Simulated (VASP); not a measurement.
Set up this calculation in VASP 6.6.1, as the native input.

```
Task                   : single point
Functional             : PBE
Potentials or basis    : VASP PAW PBE potentials, release 64 (Pt, S)
Cutoff                 : 520 eV
k mesh                 : 12 × 12 × 8
Occupations            : gaussian, width 0.05 eV
Spin                   : no spin polarisation
Dipole correction      : no
Further INCAR settings : ALGO = Normal; EDIFF = 1e-07; NBANDS = 18
```

The structure of PtS2 lies in POSCAR:

```
PtS2
1.0
    3.6317794627      0.0000000000      0.0000000000
   -1.8158897313      3.1452132756      0.0000000000
    0.0000000000      0.0000000000      5.0388000000
Pt S
1 2
Direct
    0.0000000000      0.0000000000      0.0000000000
    0.3333333333      0.6666666667      0.2500000000
    0.6666666667      0.3333333333      0.7500000000
```

This cell differs from its parent crystal: strain +0.025 along x and y, +0.000 along z.

One way to write it, as run:

INCAR

```
SYSTEM = PtS2
PREC = Accurate
ENCUT = 520
EDIFF = 1E-7
ISMEAR = 0
SIGMA = 0.05
LREAL = .FALSE.
LASPH = .TRUE.
NELM = 100
ALGO = Normal
ISIF = 2
LWAVE = .FALSE.
LCHARG = .FALSE.
GGA = PE
NBANDS = 18
```

KPOINTS

```
Automatic mesh
0
G
  12 12 8
  0 0 0
```

Potentials or basis: VASP PAW PBE potentials, release 64 (Pt, S).

The run is started by

```console
$ cat potpaw_PBE.64/Pt/POTCAR potpaw_PBE.64/S/POTCAR > POTCAR
$ mpirun -np 1 vasp_std > vasp.out
```

Results of the run:

```yaml
Pressure: -5.0 GPa
Largest_force: 0.827 eV/Å
Band_gap_on_the_k_mesh: 0.41 eV, indirect (least direct gap 0.71 eV)
```

Caveat: the cell differs from its parent crystal (strain +0.025 along x and y, +0.000 along z); spin-orbit coupling is left out, which moves the levels of the heavy elements.

Run time: 110 s on 1 thread of AMD EPYC 9R45 (Zen 5), with other jobs on the host, peak memory 0.24 GiB.
